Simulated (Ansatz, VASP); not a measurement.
**TiC in VASP and in Ansatz**

Contents of INCAR:

```
PREC = Accurate
ENCUT = 520
EDIFF = 1E-6
ISMEAR = 0
SIGMA = 0.1
LREAL = Auto
LASPH = T
NELM = 100
ALGO = Normal
ISIF = 2
LWAVE = F
LCHARG = F
LDIPOL = T
IDIPOL = 3
DIPOL = 0.5 0.5 0.459
GGA = PE
IVDW = 12
NBANDS = 150
```

The input KPOINTS:

```
regular mesh
0
Gamma
  3 3 1
```

POSCAR

```
TiC
1.0
    6.0686302234      0.0000000000      0.0000000000
    0.0000000000      6.0686302234      0.0000000000
    0.0000000000      0.0000000000     24.4367543752
Ti C
16 16
Direct
    0.2500000000      0.2500000000      0.3273757176
    0.2500000000      0.7500000000      0.3273757176
    0.7500000000      0.2500000000      0.3273757176
    0.7500000000      0.7500000000      0.3273757176
    0.5000000000      0.5000000000      0.4151772627
    0.5000000000      0.0000000000      0.4151772627
    0.0000000000      0.5000000000      0.4151772627
    0.0000000000      0.0000000000      0.4151772627
    0.7498819373      0.7485573547      0.5026230982
    0.7501149264      0.2512038193      0.5026100607
    0.2501112374      0.7485513812      0.5026226722
    0.2498816393      0.2512085965      0.5026063655
    0.0000164196     -0.0007526228      0.5876531540
   -0.0000083560      0.4996082316      0.5905279198
    0.5000008405      0.0004344511      0.5876468577
    0.5000188563      0.5000854605      0.5905190900
    0.5000000000      0.5000000000      0.3273757176
    0.5000000000      0.0000000000      0.3273757176
    0.0000000000      0.5000000000      0.3273757176
    0.0000000000      0.0000000000      0.3273757176
    0.7500000000      0.7500000000      0.4151772627
    0.7500000000      0.2500000000      0.4151772627
    0.2500000000      0.7500000000      0.4151772627
    0.2500000000      0.2500000000      0.4151772627
    0.0000006621      0.0000835888      0.5026212841
   -0.0000045785      0.4996244539      0.5028458541
    0.4999975163     -0.0003885816      0.5026220449
    0.4999967313      0.5000757435      0.5028344594
    0.2513951602      0.2478170395      0.5918459348
    0.2486461351      0.7516832061      0.5918959026
    0.7486232707      0.2478143413      0.5918454725
    0.7513675350      0.7516851302      0.5919046908
```

Input for Ansatz:

```yaml
crystal:
  lattice:
    - [6.0686302234, 0.0, 0.0]
    - [0.0, 6.0686302234, 0.0]
    - [0.0, 0.0, 24.4367543752]
  atoms:
    - { symbol: Ti, position: [0.25, 0.25, 0.3273757176] }
    - { symbol: Ti, position: [0.25, 0.75, 0.3273757176] }
    - { symbol: Ti, position: [0.75, 0.25, 0.3273757176] }
    - { symbol: Ti, position: [0.75, 0.75, 0.3273757176] }
    - { symbol: C, position: [0.5, 0.5, 0.3273757176] }
    - { symbol: C, position: [0.5, 0.0, 0.3273757176] }
    - { symbol: C, position: [0.0, 0.5, 0.3273757176] }
    - { symbol: C, position: [0.0, 0.0, 0.3273757176] }
    - { symbol: Ti, position: [0.5, 0.5, 0.4151772627] }
    - { symbol: Ti, position: [0.5, 0.0, 0.4151772627] }
    - { symbol: Ti, position: [0.0, 0.5, 0.4151772627] }
    - { symbol: Ti, position: [0.0, 0.0, 0.4151772627] }
    - { symbol: C, position: [0.75, 0.75, 0.4151772627] }
    - { symbol: C, position: [0.75, 0.25, 0.4151772627] }
    - { symbol: C, position: [0.25, 0.75, 0.4151772627] }
    - { symbol: C, position: [0.25, 0.25, 0.4151772627] }
    - { symbol: Ti, position: [0.7498819373, 0.7485573547, 0.5026230982] }
    - { symbol: Ti, position: [0.7501149264, 0.2512038193, 0.5026100607] }
    - { symbol: Ti, position: [0.2501112374, 0.7485513812, 0.5026226722] }
    - { symbol: Ti, position: [0.2498816393, 0.2512085965, 0.5026063655] }
    - { symbol: C, position: [6.621e-07, 8.35888e-05, 0.5026212841] }
    - { symbol: C, position: [-4.5785e-06, 0.4996244539, 0.5028458541] }
    - { symbol: C, position: [0.4999975163, -0.0003885816, 0.5026220449] }
    - { symbol: C, position: [0.4999967313, 0.5000757435, 0.5028344594] }
    - { symbol: Ti, position: [1.64196e-05, -0.0007526228, 0.587653154] }
    - { symbol: Ti, position: [-8.356e-06, 0.4996082316, 0.5905279198] }
    - { symbol: Ti, position: [0.5000008405, 0.0004344511, 0.5876468577] }
    - { symbol: Ti, position: [0.5000188563, 0.5000854605, 0.59051909] }
    - { symbol: C, position: [0.2513951602, 0.2478170395, 0.5918459348] }
    - { symbol: C, position: [0.2486461351, 0.7516832061, 0.5918959026] }
    - { symbol: C, position: [0.7486232707, 0.2478143413, 0.5918454725] }
    - { symbol: C, position: [0.751367535, 0.7516851302, 0.5919046908] }
basis:
  ecutwfc: 420
kpoints:
  mp_grid: { grid: [3, 3, 1] }
hamiltonian:
  xc: pbe
  dispersion: d3bj
scf:
  occupations: { method: gaussian, width: 0.1 }
output:
  forces: true
  eigenvalues: true
  write_density: true
  volumetric_format: npy
efield:
  axis: 3
  dipole_correction: true
  ramp_width: 0.04
```

Alike in both runs: task single point; functional PBE; dispersion D3(BJ); k mesh 3 × 3 × 1; occupations gaussian, width 0.1 eV; no spin polarisation.

|  | VASP | Ansatz |
| --- | --- | --- |
| version | VASP 6.6.1 | Ansatz 0.2.0 |
| potentials or method | VASP PAW PBE potentials, release 64 (Ti_sv, C), cutoff 520 eV | scalar-relativistic, plane waves, PAW |
| valence electrons in the cell | 256 | 256 |

|  | VASP | Ansatz | Ansatz less VASP |
| --- | --- | --- | --- |
| gap on the k mesh at the Fermi level (eV) | none | none | - |
| rms of the force components (eV/Å) | 0.453 | 0.456 | +0.0030 |

A gap of «none» marks a metal or a gap that the smearing closes. Ansatz's warnings: near symmetry operation missed by atoms.
